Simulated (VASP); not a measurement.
Wanted: the native input for a VASP 6.6.1 run.

- Task: single point
- Functional: LDA
- Potentials or basis: VASP PAW LDA potentials, release 64 (Li_sv, H)
- Cutoff: 520 eV
- k mesh: 10 × 10 × 10
- Occupations: gaussian, width 0.01 eV
- Spin: no spin polarisation
- Dipole correction: no
- Further INCAR settings: ALGO = Normal; EDIFF = 1e-06; NBANDS = 9

The structure of LiH lies in POSCAR:

```
LiH
1.0
    0.0000000000      1.9544546344      1.9544546344
    1.9544546344      0.0000000000      1.9544546344
    1.9544546344      1.9544546344      0.0000000000
Li H
1 1
Direct
    0.0000000000      0.0000000000      0.0000000000
    0.5000000000      0.5000000000      0.5000000000
```

These files were run (other wordings do the same):

INCAR

```
ALGO     = Normal         # electronic algorithm
EDIFF    = 1E-6           # SCF threshold, eV
ENCUT    = 520            # plane-wave cutoff, eV
ISIF     = 2              # what is computed and relaxed
ISMEAR   = 0              # smearing method
LASPH    = True           # aspherical terms in the spheres
LCHARG   = False          # write CHGCAR
LREAL    = False          # projectors in reciprocal space
LWAVE    = False          # write WAVECAR
NBANDS   = 9              # bands
NELM     = 60             # most SCF steps
PREC     = Accurate       # precision mode
SIGMA    = 0.01           # smearing width, eV
```

KPOINTS

```
k-points
0
Gamma
  10 10 10
```

Potentials or basis: VASP PAW LDA potentials, release 64 (Li_sv, H).

Launch:

```console
$ cat potpaw_LDA.64/Li_sv/POTCAR potpaw_LDA.64/H/POTCAR > POTCAR
$ mpirun -np 1 vasp_std > vasp.out
```

Results of the run:

```
Band gap on the k mesh : 2.53 eV, direct
```

Wall time 4.9 s on 1 thread of AMD EPYC 7R13 Processor (Zen 3), on a shared host, peak memory 0.09 GiB.
